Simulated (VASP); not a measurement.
# Al3GaN4 (Cmm2) in VASP: notebook

Al3GaN4 is run at these levels: r2SCAN; tasks: single point.

Everything below comes from runs of VASP 6.6.1. Logs are shortened: lines on timing, memory, paths and dates and some standing lists are left out, and cuts for length are marked.

## (1) The cell of the first run

Symmetry: Cmm2, No. 35, orthorhombic system. The conventional cell has a = 6.224 Å, b = 6.224 Å, c = 4.401 Å, α = 90.00°, β = 90.00°, γ = 90.00°. Within 2.5 Å of Al (site symmetry 2) lie 4 N at 1.89 to 1.90 Å. Al (site symmetry mm2) has 4 N at 1.87 to 1.93 Å within 2.5 Å. Ga (site symmetry mm2) has 4 N at 1.88 to 2.06 Å within 2.5 Å. Within 2.5 Å of N (site symmetry m) lie 3 Al at 1.87 to 1.89 Å and 1 Ga at 2.06 Å. N (site symmetry m) has 1 Ga at 1.88 Å and 3 Al at 1.90 to 1.93 Å within 2.5 Å.

## (2) Single point, r2SCAN (atoms displaced along a vibrational mode)

Contents of POSCAR:

```
Al3GaN4
1.0
    4.4012372926      0.0000000000      0.0000000000
    0.0000000000      4.4012372926      0.0000000000
    0.0000000000      0.0000000000      4.4012372926
Al Ga N
3 1 4
Direct
    0.5000000000      0.4825548263      0.0000000000
    0.5000000000     -0.0596423193      0.5000000000
    0.0000000000      0.4825548263      0.5000000000
    0.0000000000      0.0504724355      0.0000000000
    0.7606549736      0.7271730021      0.2393450264
    0.7282613468      0.2382566817      0.7282613468
    0.2393450264      0.7271730021      0.7606549736
    0.2717386532      0.2382566817      0.2717386532
```

Contents of INCAR.step1:

```
PREC     = Accurate       # precision mode
ENCUT    = 520            # plane-wave cutoff, eV
ISMEAR   = 0              # smearing method
SIGMA    = 0.05           # smearing width, eV
LREAL    = F              # projectors in reciprocal space
LASPH    = T              # aspherical terms in the spheres
NELM     = 80             # most SCF steps
NBANDS   = 31             # bands
GGA      = PE             # functional
ALGO     = Normal         # electronic algorithm
EDIFF    = 1E-4           # SCF threshold, eV
LWAVE    = T              # write WAVECAR
LCHARG   = F              # write CHGCAR
```

Contents of INCAR.step2:

```
PREC     = Accurate       # precision mode
ENCUT    = 520            # plane-wave cutoff, eV
EDIFF    = 1E-7           # SCF threshold, eV
ISMEAR   = 0              # smearing method
SIGMA    = 0.05           # smearing width, eV
LREAL    = F              # projectors in reciprocal space
LASPH    = T              # aspherical terms in the spheres
NELM     = 80             # most SCF steps
ALGO     = Normal         # electronic algorithm
ISIF     = 2              # what is computed and relaxed
LWAVE    = F              # write WAVECAR
LCHARG   = F              # write CHGCAR
METAGGA  = R2SCAN         # meta-GGA
LMIXTAU  = T            
NBANDS   = 31             # bands
ISTART   = 1
```

Contents of KPOINTS:

```
Automatic mesh
0
Gamma
  6 6 6
```

Potentials or basis: VASP PAW PBE potentials, release 64 (Al, Ga_d, N).

The run is started by

```
> cat potpaw_PBE.64/Al/POTCAR potpaw_PBE.64/Ga_d/POTCAR potpaw_PBE.64/N/POTCAR > POTCAR
> cp INCAR.step1 INCAR
> mpirun -np 1 vasp_std > vasp.out
> cp INCAR.step2 INCAR
> mpirun -np 1 vasp_std > vasp.out
```

OUTCAR:

```text
PREC = Accurate
   ENCUT = 520
   EDIFF = 1E-7
   ISMEAR = 0
   LREAL = F
   LASPH = T
   NELM = 80
   ISIF = 2
   METAGGA = R2SCAN
   ISTART = 1

 ion  position               nearest neighbor table
   1  0.500  0.483  0.000-   5 1.89   7 1.89   6 1.90   8 1.90   4 2.91   4 2.91   2 2.98   2 2.98
                             3 3.11   3 3.11   3 3.11   3 3.11   2 3.25   2 3.25
   2  0.500  0.940  0.500-   5 1.87   7 1.87   6 1.93   8 1.93   1 2.98   3 2.98   1 2.98   3 2.98
                             1 3.25   1 3.25   3 3.25   3 3.25
   3  0.000  0.483  0.500-   5 1.89   7 1.89   6 1.90   8 1.90   4 2.91   4 2.91   2 2.98   2 2.98
                             1 3.11   1 3.11   1 3.11   1 3.11   2 3.25   2 3.25
   4  0.000  0.050  0.000-   6 1.88   8 1.88   7 2.06   5 2.06   1 2.91   3 2.91   3 2.91   1 2.91

   5  0.761  0.727  0.239-   2 1.87   1 1.89   3 1.89   4 2.06
   6  0.728  0.238  0.728-   4 1.88   3 1.90   1 1.90   2 1.93
   7  0.239  0.727  0.761-   2 1.87   1 1.89   3 1.89   4 2.06
   8  0.272  0.238  0.272-   4 1.88   3 1.90   1 1.90   2 1.93

  LATTYP: Found a simple cubic cell.
 ALAT       =     4.4012372926

  Lattice vectors:

 A1 = (   4.4012372926,   0.0000000000,   0.0000000000)
 A2 = (   0.0000000000,   4.4012372926,   0.0000000000)
 A3 = (   0.0000000000,   0.0000000000,   4.4012372926)

Analysis of symmetry for initial positions (statically):
=====================================================================
 Subroutine PRICEL returns:
 Original cell was already a primitive cell.

 Routine SETGRP: Setting up the symmetry group for a
 simple cubic supercell.

 Subroutine GETGRP returns: Found  4 space group operations
 (whereof  4 operations were pure point group operations)
 out of a pool of 48 trial point group operations.

The static configuration has the point symmetry C_2v.

Analysis of symmetry for dynamics (positions and initial velocities):
=====================================================================
 Subroutine PRICEL returns:
 Original cell was already a primitive cell.

 Routine SETGRP: Setting up the symmetry group for a
 simple cubic supercell.

 Subroutine GETGRP returns: Found  4 space group operations
 (whereof  4 operations were pure point group operations)
 out of a pool of 48 trial point group operations.

The dynamic configuration has the point symmetry C_2v.

 Subroutine INISYM returns: Found  4 space group operations
 (whereof  4 operations are pure point group operations),
 and found     1 'primitive' translations

[... 115 lines left out ...]
   TEBEG  =    0.0;   TEEND  =   0.0 temperature during run
   PSTRESS=    0.0 pullay stress
   NELECT =      42.0000    total number of electrons
   NUPDOWN=      -1.0000    fix difference up-down
   EMIN   =  10.00;   EMAX   =-10.00  energy-range for DOS
   EFERMI =   0.00;   METHOD = LEGACY
   ISMEAR =     0;   SIGMA  =   0.05  broadening in eV -4-tet -1-fermi 0-gaus
   EFERMI_NEDOS =   21; number of points for ismear=-14 and -15
   IALGO  =     38    algorithm
   IMIX   =      4    mixing-type and parameters
     AMIX     =   0.40;   BMIX     =  1.00
     AMIX_MAG =   1.60;   BMIX_MAG =  1.00
  volume/ion in A,a.u.               =      10.66        71.92
  Fermi-wavevector in a.u.,A,eV,Ry     =   1.292954  2.443329 22.745275  1.671731
  Thomas-Fermi vector in A             =   2.424630
   LORBIT       =      0    0 simple, 1 ext, 2 COOP (PROOUT), +10 PAW based schemes
   METAGGA = R2SCAN    functional components
   LHFCALC =     F    Hartree Fock is set to
   AEXX    =    0.0000 exact exchange contribution
   IVDW    =     0    specifies the selected vdW correction
   LEPSILON=     F    determine dielectric tensor
   LRPA    =     F    only Hartree local field effects (RPA)
 non-spin polarized calculation
 Gauss-broadening in eV      SIGMA  =   0.05
  energy-cutoff  :      520.00
  volume of cell :       85.26
 maximum number of plane-waves:      2320
 NGX is ok and might be reduce to    36
   NGX = 17   NGY = 17   NGZ = 17

 number of electron      41.9999996 magnetization

 Free energy of the ion-electron system (eV)
  ---------------------------------------------------
  ext. energy  EPLUGINS =         0.00000000
  ---------------------------------------------------
  free energy    TOTEN  =       -78.68009782 eV

  energy without entropy =      -78.68009782  energy(sigma->0) =      -78.68009782

 E-fermi :   5.8699     XC(G=0): -11.7701

 val. band max:        5.5685059161   @ k =   0.1667   0.0000   0.1667
 cond. band min:       9.0488253477   @ k =   0.0000   0.0000   0.0000
 fundamental gap:      3.4803194316
 Fermi energy:         5.8699474863

 k-point     1 :       0.0000    0.0000    0.0000
  band No.  band energies     occupation
      1     -10.5446      2.00000
      2      -8.7962      2.00000
      3      -8.6372      2.00000
      4      -8.3144      2.00000
      5      -7.6680      2.00000
      6      -7.6535      2.00000
[... 805 lines left out ...]
     30      16.6894      0.00000
     31      17.4886      0.00000

 [... further k-points ...]

------------------------ aborting loop because EDIFF is reached ----------------------------------------

  FORCE on cell =-STRESS in cart. coord.  units (eV):
  Direction    XX          YY          ZZ          XY          YZ          ZX
  --------------------------------------------------------------------------------------
  -------------------------------------------------------------------------------------
  Total        0.4948005     -1.3109578      0.4948005      0.0000000      0.0000000      1.1627414
  in kB        9.2985749    -24.6362701      9.2985749      0.0000000      0.0000000     21.8509025
  external PRESSURE =      -2.0130401 kB  Pullay stress =       0.0000000 kB

 VOLUME and BASIS-vectors are now :
 -----------------------------------------------------------------------------
  energy-cutoff  :      520.00
  volume of cell :       85.26
      direct lattice vectors                 reciprocal lattice vectors
     4.401237293  0.000000000  0.000000000     0.227208835  0.000000000  0.000000000
     0.000000000  4.401237293  0.000000000     0.000000000  0.227208835  0.000000000
     0.000000000  0.000000000  4.401237293     0.000000000  0.000000000  0.227208835

 POSITION                                       TOTAL-FORCE (eV/Angst)
 -----------------------------------------------------------------------------------
      2.20062      2.12384      0.00000        -0.000000      0.476693      0.000000
      2.20062      4.13874      2.20062        -0.000000      1.659547      0.000000
      0.00000      2.12384      2.20062        -0.000000      0.476693      0.000000
      0.00000      0.22214      0.00000        -0.000000     -3.361416      0.000000
      3.34782      3.20046      1.05341        -0.379206      0.138780      0.379206
      3.20525      1.04862      3.20525         0.184502      0.235461      0.184502
      1.05341      3.20046      3.34782         0.379206      0.138780     -0.379206
      1.19599      1.04862      1.19599        -0.184502      0.235461     -0.184502
 -----------------------------------------------------------------------------------
    total drift:                                0.000001      0.014095     -0.000008

  FREE ENERGIE OF THE ION-ELECTRON SYSTEM (eV)
  ---------------------------------------------------
  free  energy   TOTEN  =       -78.6800978157 eV

  energy  without entropy=      -78.6800978157  energy(sigma->0) =      -78.68009782
```

OUTCAR.step1:

```text
PREC = Accurate
   ENCUT = 520
   ISMEAR = 0
   LREAL = F
[... 1065 lines left out ...]
      3.34782      3.20046      1.05341        -0.304816      0.134882      0.304816
      3.20525      1.04862      3.20525         0.087259      0.222994      0.087259
      1.05341      3.20046      3.34782         0.304816      0.134882     -0.304816
      1.19599      1.04862      1.19599        -0.087259      0.222994     -0.087259
 -----------------------------------------------------------------------------------
    total drift:                               -0.000000     -0.002412     -0.000008

  FREE ENERGIE OF THE ION-ELECTRON SYSTEM (eV)
  ---------------------------------------------------
  free  energy   TOTEN  =       -55.9645665771 eV

  energy  without entropy=      -55.9645665771  energy(sigma->0) =      -55.96456658
```

Run time: 13 min. Hardware: 1 thread of Intel Xeon 8259CL, shared host; peak memory 0.3 GiB.

Results:

| Item | Value |
| --- | --- |
| Free energy | -78.6801 eV |
| Pressure | -0.2 GPa |
| Largest force | 3.361 eV/Å |
| Band gap on the k mesh | 3.48 eV (least direct gap 3.51 eV) |

Forces on the atoms (eV/Å):
```
Al   0.000  0.477  0.000
Al   0.000  1.660  0.000
Al   0.000  0.477  0.000
Ga   0.000 -3.361  0.000
N   -0.379  0.139  0.379
N    0.185  0.235  0.185
N    0.379  0.139 -0.379
N   -0.185  0.235 -0.185
```

Caveat: the cell differs from its parent crystal (atoms displaced along a vibrational mode); the PAW data sets were made with another functional, which shifts forces and pressure a little. A k mesh can miss the band edges.

## (3) Single point, r2SCAN (atoms displaced along a vibrational mode)

Contents of POSCAR:

```
Al3GaN4
1.0
    4.4012372926      0.0000000000      0.0000000000
    0.0000000000      4.4012372926      0.0000000000
    0.0000000000      0.0000000000      4.4012372926
Al Ga N
3 1 4
Direct
    0.5000000000      0.4875391616      0.0000000000
    0.5000000000     -0.0426016567      0.5000000000
    0.0000000000      0.4875391616      0.5000000000
    0.0000000000      0.0360517396      0.0000000000
    0.7560273127      0.7321116187      0.2439726873
    0.7328890077      0.2431952983      0.7328890077
    0.2439726873      0.7321116187      0.7560273127
    0.2671109923      0.2431952983      0.2671109923
```

Contents of INCAR.step1:

```
PREC     = Accurate       # precision mode
ENCUT    = 520            # plane-wave cutoff, eV
ISMEAR   = 0              # smearing method
SIGMA    = 0.05           # smearing width, eV
LREAL    = False          # projectors in reciprocal space
LASPH    = True           # aspherical terms in the spheres
NELM     = 80             # most SCF steps
NBANDS   = 31             # bands
GGA      = PE             # functional
ALGO     = Normal         # electronic algorithm
EDIFF    = 1E-4           # SCF threshold, eV
LWAVE    = True           # write WAVECAR
LCHARG   = False          # write CHGCAR
```

Contents of INCAR.step2:

```
PREC     = Accurate       # precision mode
ENCUT    = 520            # plane-wave cutoff, eV
EDIFF    = 1E-7           # SCF threshold, eV
ISMEAR   = 0              # smearing method
SIGMA    = 0.05           # smearing width, eV
LREAL    = False          # projectors in reciprocal space
LASPH    = True           # aspherical terms in the spheres
NELM     = 80             # most SCF steps
ALGO     = Normal         # electronic algorithm
ISIF     = 2              # what is computed and relaxed
LWAVE    = False          # write WAVECAR
LCHARG   = True           # write CHGCAR
METAGGA  = R2SCAN         # meta-GGA
LMIXTAU  = True         
LELF     = True           # ELF
LVHAR    = True         
NBANDS   = 31             # bands
ISTART   = 1
```

Contents of KPOINTS:

```
regular mesh
0
Gamma
  6 6 6
```

Potentials or basis: VASP PAW PBE potentials, release 64 (Al, Ga_d, N).

The run is started by

```
> cat potpaw_PBE.64/Al/POTCAR potpaw_PBE.64/Ga_d/POTCAR potpaw_PBE.64/N/POTCAR > POTCAR
> cp INCAR.step1 INCAR
> mpirun -np 1 vasp_std > vasp.out
> cp INCAR.step2 INCAR
> mpirun -np 1 vasp_std > vasp.out
```

Wall time 8.2 min (1 thread of Intel Xeon 8259CL, shared host); peak memory 0.3 GiB.

It converged, with:

```yaml
Free_energy: -79.0461 eV
Pressure: -0.1 GPa
Largest_force: 2.511 eV/Å
Band_gap_on_the_k_mesh: 3.67 eV (least direct gap 3.69 eV)
```

Forces in eV/Å, atoms in the order of the input:
```
Al   0.000  0.346  0.000
Al   0.000  1.197  0.000
Al   0.000  0.346  0.000
Ga   0.000 -2.511  0.000
N   -0.255  0.111  0.255
N    0.107  0.200  0.107
N    0.255  0.111 -0.255
N   -0.107  0.200 -0.107
```

Stress tensor (GPa, compression positive):
```
 0.49  0.00  1.71
 0.00 -1.32  0.00
 1.71  0.00  0.49
```

Levels at points of the mesh, in eV from the valence-band top:
```csv
k point,band 17,band 18,band 19,band 20,band 21,band 22,band 23,band 24,band 25,band 26
"(0.00, 0.00, 0.00)",-2.00,-1.89,-0.03,-0.03,-0.02,3.67,3.75,4.07,4.11,7.69
"(0.50, 0.00, 0.00)",-2.66,-1.26,-1.24,-0.95,-0.94,5.97,6.17,6.64,6.75,9.24
"(0.00, 0.50, 0.00)",-2.62,-1.42,-1.21,-1.06,-0.81,5.94,6.39,6.59,6.70,9.14
"(0.50, 0.50, 0.00)",-2.44,-0.90,-0.62,-0.52,-0.50,7.73,7.91,8.31,8.57,8.68
"(0.50, 0.00, 0.50)",-2.57,-0.93,-0.69,-0.58,-0.39,7.23,7.94,8.31,8.34,9.19
"(0.50, 0.50, 0.50)",-0.69,-0.61,-0.56,-0.32,-0.20,6.00,7.53,7.74,7.76,9.94
```

Caveat: the cell differs from its parent crystal (atoms displaced along a vibrational mode); the PAW data sets were made with another functional, which shifts forces and pressure a little.

## (4) Single point, r2SCAN (atoms displaced along a vibrational mode)

Contents of POSCAR:

```
Al3GaN4
1.0
    4.4012372926      0.0000000000      0.0000000000
    0.0000000000      4.4012372926      0.0000000000
    0.0000000000      0.0000000000      4.4012372926
Al Ga N
3 1 4
Direct
    0.5000000000      0.4925234970      0.0000000000
    0.5000000000     -0.0255609940      0.5000000000
    0.0000000000      0.4925234970      0.5000000000
    0.0000000000      0.0216310438      0.0000000000
    0.7513996517      0.7370502353      0.2486003483
    0.7375166687      0.2481339149      0.7375166687
    0.2486003483      0.7370502353      0.7513996517
    0.2624833313      0.2481339149      0.2624833313
```

Contents of INCAR.step1:

```
SYSTEM = Al3GaN4
  PREC = Accurate
  ENCUT = 520
  ISMEAR = 0
  SIGMA = 0.05
  LREAL = .FALSE.
  LASPH = .TRUE.
  NELM = 60
  NBANDS = 31
  GGA = PE
  ALGO = Normal
  EDIFF = 1E-4
  LWAVE = .TRUE.
  LCHARG = .FALSE.
```

Contents of INCAR.step2:

```
SYSTEM = Al3GaN4
  PREC = Accurate
  ENCUT = 520
  EDIFF = 1E-7
  ISMEAR = 0
  SIGMA = 0.05
  LREAL = .FALSE.
  LASPH = .TRUE.
  NELM = 60
  ALGO = Normal
  ISIF = 2
  LWAVE = .FALSE.
  LCHARG = .TRUE.
  METAGGA = R2SCAN
  LMIXTAU = .TRUE.
  LELF = .TRUE.
  LVHAR = .TRUE.
  NBANDS = 31
  ISTART = 1
```

Contents of KPOINTS:

```
regular mesh
0
G
  6 6 6
  0 0 0
```

The run is started by

```
> cat potpaw_PBE.64/Al/POTCAR potpaw_PBE.64/Ga_d/POTCAR potpaw_PBE.64/N/POTCAR > POTCAR
> cp INCAR.step1 INCAR
> mpirun -np 1 vasp_std > vasp.out
> cp INCAR.step2 INCAR
> mpirun -np 1 vasp_std > vasp.out
```

Run time: 8 min. Hardware: 1 thread of Intel Xeon 8259CL, shared host; peak memory 0.3 GiB.

It converged, with:

| Item | Value |
| --- | --- |
| Free energy | -79.2950 eV |
| Pressure | 0.0 GPa |
| Largest force | 1.552 eV/Å |
| Band gap on the k mesh | 3.83 eV (least direct gap 3.84 eV) |

Forces on the atoms (eV/Å):
```
Al   0.000  0.209  0.000
Al   0.000  0.722  0.000
Al   0.000  0.209  0.000
Ga   0.000 -1.552  0.000
N   -0.155  0.060  0.155
N    0.045  0.146  0.045
N    0.155  0.060 -0.155
N   -0.045  0.146 -0.045
```

Stress tensor (GPa, compression positive):
```
 0.18  0.00  1.08
 0.00 -0.50  0.00
 1.08  0.00  0.18
```

Levels at points of the mesh, in eV from the valence-band top:
```tsv
k point	band 17	band 18	band 19	band 20	band 21	band 22	band 23	band 24	band 25	band 26
(0.00, 0.00, 0.00)	-2.02	-1.95	-0.01	-0.01	-0.01	3.83	3.89	4.07	4.12	7.75
(0.50, 0.00, 0.00)	-2.65	-1.26	-1.25	-0.95	-0.95	6.15	6.26	6.73	6.78	9.28
(0.00, 0.50, 0.00)	-2.64	-1.35	-1.21	-1.02	-0.87	6.10	6.38	6.70	6.76	9.24
(0.50, 0.50, 0.00)	-2.50	-0.89	-0.60	-0.53	-0.52	7.91	8.13	8.32	8.59	8.77
(0.50, 0.00, 0.50)	-2.59	-0.90	-0.63	-0.58	-0.44	7.64	8.12	8.36	8.56	8.94
(0.50, 0.50, 0.50)	-0.66	-0.62	-0.48	-0.34	-0.26	6.12	7.70	7.77	7.79	10.24
```

Caveat: the cell differs from its parent crystal (atoms displaced along a vibrational mode); the PAW data sets were made with another functional, which shifts forces and pressure a little.

## (5) The runs side by side

```csv
cell,gap on the mesh (eV),pressure (GPa),largest force (eV/Å)
"as given, atomic positions A",3.48,-0.2,3.36
"as given, atomic positions B",3.67,-0.1,2.51
"as given, atomic positions C",3.83,0.0,1.55
```

Alike in all rows: task single point; level r2SCAN; potentials or basis VASP PAW PBE potentials, release 64 (Al, Ga_d, N); no spin polarisation; k mesh 6 × 6 × 6; cutoff (eV) 520; smearing gaussian 0.05 eV.

Caveats: the PAW data sets were made with another functional, which shifts forces and pressure a little.

Total energies depend on the potentials used, so only differences within one code and one set of settings carry meaning.
